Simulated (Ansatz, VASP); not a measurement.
**Sb in VASP and in Ansatz**

Contents of INCAR:

```
SYSTEM = Sb
ALGO     = Normal         ! electronic algorithm
EDIFF    = 1E-7           ! SCF threshold, eV
ENCUT    = 520            ! plane-wave cutoff, eV
GGA      = PE             ! functional
ISIF     = 2              ! what is computed and relaxed
ISMEAR   = -1             ! smearing method
LASPH    = .TRUE.         ! aspherical terms in the spheres
LCHARG   = .FALSE.        ! write CHGCAR
LREAL    = .FALSE.        ! projectors in reciprocal space
LWAVE    = .FALSE.        ! write WAVECAR
NBANDS   = 12             ! bands
NELM     = 80             ! most SCF steps
PREC     = Accurate       ! precision mode
SIGMA    = 0.1            ! smearing width, eV
```

The input KPOINTS:

```
k-points
0
G
  7 7 7
  0 0 0
```

File POSCAR:

```
Sb
1.0
    2.1879029667      1.2631863668      3.8431731385
   -2.1879029667      1.2631863668      3.8431731385
    0.0000000000     -2.5263727336      3.8431731385
Sb
2
Direct
    0.2326795448      0.2326795448      0.2326795448
    0.7673204552      0.7673204552      0.7673204552
```

Input for Ansatz:

```yaml
crystal:
  lattice:
    - [2.1879029667, 1.2631863668, 3.8431731385]
    - [-2.1879029667, 1.2631863668, 3.8431731385]
    - [0.0, -2.5263727336, 3.8431731385]
  atoms:
    - { symbol: Sb, position: [0.2326795448, 0.2326795448, 0.2326795448] }
    - { symbol: Sb, position: [0.7673204552, 0.7673204552, 0.7673204552] }
hamiltonian:
  xc: pbe
  pseudopotentials:
    kind: paw
    azcp:
      Sb: "pseudopotentials/Sb.paw.azcp"
basis:
  ecutwfc: 420
  fft_grid_basis: typed
kpoints:
  mp_grid: { grid: [7, 7, 7], shift: [0, 0, 0] }
magnetization:
  spin_polarized: false
scf:
  occupations: { method: fermi_dirac, width: 0.1 }
  lower_state_search: "off"
output:
  stress: true
```

Alike in both runs: task single point; functional PBE; k mesh 7 × 7 × 7; occupations fermi-dirac, width 0.1 eV; no spin polarisation.

```csv
,VASP,Ansatz
version,VASP 6.6.1,Ansatz 0.2.0
potentials or method,"VASP PAW PBE potentials, release 64 (Sb), cutoff 520 eV","plane waves (420 eV) with PAW, scalar-relativistic"
valence electrons in the cell,10,30
```

Ansatz gave:

- pressure (GPa): 0.0
- traceless stress, the component that is largest in VASP (GPa): -0.08

Task: What did VASP give for the same quantities?

Result: Pressure (GPa): 0.0; traceless stress, the component that is largest in VASP (GPa): -0.11.

VASP's potentials hold 10 valence electrons a cell and Ansatz's 30, so a difference there can come from the potentials and not from the codes.

Neither program's run includes spin-orbit coupling.
